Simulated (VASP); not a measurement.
Bi: single point with PBE

The system is Bi.

```
Bi
1.0
     3.27431    0.00000    0.00000
     0.00000    3.27431    0.00000
     0.00000    0.00000    3.27431
Bi
1
Direct
  0.50000 0.50000 0.50000
```

```json
{
  "Program": "VASP 6.6.1",
  "Task": "single point",
  "Functional": "PBE",
  "Potentials or basis": "VASP PAW PBE potentials, release 64 (Bi_d)",
  "Cutoff": "520 eV",
  "k mesh": "16 × 16 × 16",
  "Occupations": "gaussian, width 0.1 eV",
  "Spin": "no spin polarisation"
}
```

- Pressure: 0.0 GPa

Levels at points of the mesh, in eV from the Fermi level:
| k point | band 4 | band 5 | band 6 | band 7 | band 8 | band 9 | band 10 | band 11 |
| --- | --- | --- | --- | --- | --- | --- | --- | --- |
| (0.00, 0.00, 0.00) | -22.61 | -22.61 | -12.96 | 3.11 | 3.11 | 3.11 | 6.22 | 7.78 |
| (0.50, 0.00, 0.00) | -22.66 | -22.60 | -11.15 | -4.81 | 4.92 | 4.92 | 9.67 | 9.78 |
| (0.50, 0.50, 0.00) | -22.68 | -22.50 | -9.36 | -3.00 | -3.00 | 2.81 | 6.79 | 11.92 |
| (0.50, 0.50, 0.50) | -22.49 | -22.49 | -7.54 | -1.30 | -1.30 | -1.30 | 5.40 | 5.40 |

It took 20 s on 1 thread of Intel(R) Xeon(R) 6975P-C (Granite Rapids), on a shared host, peak memory 0.18 GiB.

Caveat: spin-orbit coupling is left out, which moves the levels of the heavy elements.
